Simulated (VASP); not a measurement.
Wanted: the native input for a VASP 6.6.1 run.

```yaml
Task: single point
Functional: PBE
Potentials_or_basis: VASP PAW PBE potentials, release 64 (Zr_sv, Ti_sv, Si)
Cutoff: 520 eV
k_mesh: 6 × 6 × 4
Occupations: gaussian, width 0.2 eV
Spin: no spin polarisation
Dipole_correction: no
Further_INCAR_settings: ALGO = Normal; EDIFF = 1e-07; NBANDS = 52
```

The structure of ZrTi3Si8 lies in POSCAR:

```
ZrTi3Si8
1.0
    2.4469707000     -4.1972705000      0.0000000000
    2.4469707000      4.1972705000      0.0000000000
    0.0000000000      0.0000000000      8.6747091000
Zr Ti Si
1 3 8
Direct
    0.5000000000      0.5000000000      0.0000000000
    0.0000000000      0.0000000000      0.5000000000
    1.0000000000      0.5000000000      0.2516580000
    0.5000000000      1.0000000000      0.7483420000
    0.1609460000      0.8390540000      0.0000000000
    0.6629590000      0.3370410000      0.5000000000
    0.8390540000      0.1609460000      0.0000000000
    0.3370410000      0.6629590000      0.5000000000
    0.3355420000      0.1561080000      0.2559100000
    0.8438920000      0.6644580000      0.7440900000
    0.6644580000      0.8438920000      0.2559100000
    0.1561080000      0.3355420000      0.7440900000
```

These files were run (other wordings do the same):

INCAR

```
PREC = Accurate
ENCUT = 520
EDIFF = 1E-7
ISMEAR = 0
SIGMA = 0.2
LREAL = F
LASPH = T
NELM = 100
ALGO = Normal
ISIF = 2
LWAVE = F
LCHARG = T
GGA = PE
LELF = T
LVHAR = T
NBANDS = 52
```

KPOINTS

```
regular mesh
0
Gamma
  6 6 4
```

Potentials or basis: VASP PAW PBE potentials, release 64 (Zr_sv, Ti_sv, Si).

The run is started by

```console
$ cat potpaw_PBE.64/Zr_sv/POTCAR potpaw_PBE.64/Ti_sv/POTCAR potpaw_PBE.64/Si/POTCAR > POTCAR
$ mpirun -np 1 vasp_std > vasp.out
```

Results of the run:

```yaml
Pressure: 0.0 GPa
Largest_force: 0.009 eV/Å
Band_gap_on_the_k_mesh: zero (bands 40 and 41 overlap by 1.45 eV)
```

Run time: 15 min on 1 thread of Intel Xeon 8259CL (shared host), peak memory 0.49 GiB.
